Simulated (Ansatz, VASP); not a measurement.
## One calculation of WC, two programs

INCAR

```
ALGO     = Normal         # electronic algorithm
EDIFF    = 1E-6           # SCF threshold, eV
ENCUT    = 1300           # plane-wave cutoff, eV
GGA      = PE             # functional
GGA_COMPAT= False        
ISIF     = 2              # what is computed and relaxed
ISMEAR   = 0              # smearing method
LASPH    = True           # aspherical terms in the spheres
LCHARG   = False          # write CHGCAR
LREAL    = False          # projectors in reciprocal space
LWAVE    = False          # write WAVECAR
NBANDS   = 16             # bands
NELM     = 120            # most SCF steps
PREC     = Accurate       # precision mode
SIGMA    = 0.15           # smearing width, eV
```

Contents of KPOINTS:

```
k-points
0
Gamma
  18 18 16
```

The input POSCAR:

```
WC
1.0
    2.9005014360      0.0000000000      0.0000000000
   -1.4502507180      2.5119079273      0.0000000000
    0.0000000000      0.0000000000      2.8290000000
W C
1 1
Direct
    0.0000000000      0.0000000000      0.0397667020
    0.6666666667      0.3333333333      0.5000000000
```

Input for Ansatz:

```yaml
crystal:
  lattice:
    - [2.900501436, 0.0, 0.0]
    - [-1.450250718, 2.5119079273, 0.0]
    - [0.0, 0.0, 2.829]
  atoms:
    - { symbol: W, position: [0.0, 0.0, 0.039766702] }
    - { symbol: C, position: [0.6666666667, 0.3333333333, 0.5] }
basis:
  ecutwfc: 420
kpoints:
  mp_grid: { grid: [18, 18, 16] }
hamiltonian:
  xc: pbe
scf:
  occupations: { method: gaussian, width: 0.15 }
output:
  forces: true
  stress: true
  eigenvalues: true
  write_density: true
  write_potential: true
  elf: true
  volumetric_format: npy
```

Change from the starting cell: all W atoms moved +0.113 Å, as atom 1 along Cartesian [0 0 1].

Alike in both runs: task single point; functional PBE; k mesh 18 × 18 × 16; occupations gaussian, width 0.15 eV; no spin polarisation.

|  | VASP | Ansatz |
| --- | --- | --- |
| version | VASP 6.6.1 | Ansatz 0.2.0 |
| potentials or method | VASP PAW PBE potentials, release 64 (W_sv, C_h), cutoff 1300 eV | scalar-relativistic, plane waves, PAW |
| valence electrons in the cell | 18 | 18 |

VASP gave:

- gap on the k mesh at the Fermi level (eV): none
- pressure (GPa): 12.5
- traceless stress, the component that is largest in VASP (GPa): 1.33
- rms of the force components (eV/Å): 0.977

Question: What did Ansatz give for the same quantities?

Answer: gap on the k mesh at the Fermi level (eV): none; pressure (GPa): 11.3; traceless stress, the component that is largest in VASP (GPa): 1.16; rms of the force components (eV/Å): 0.971.

Atom by atom the forces differ by 0.006 eV/Å (rms over components). A gap of «none» marks a metal or a gap that the smearing closes.

Spin-orbit coupling is off throughout.
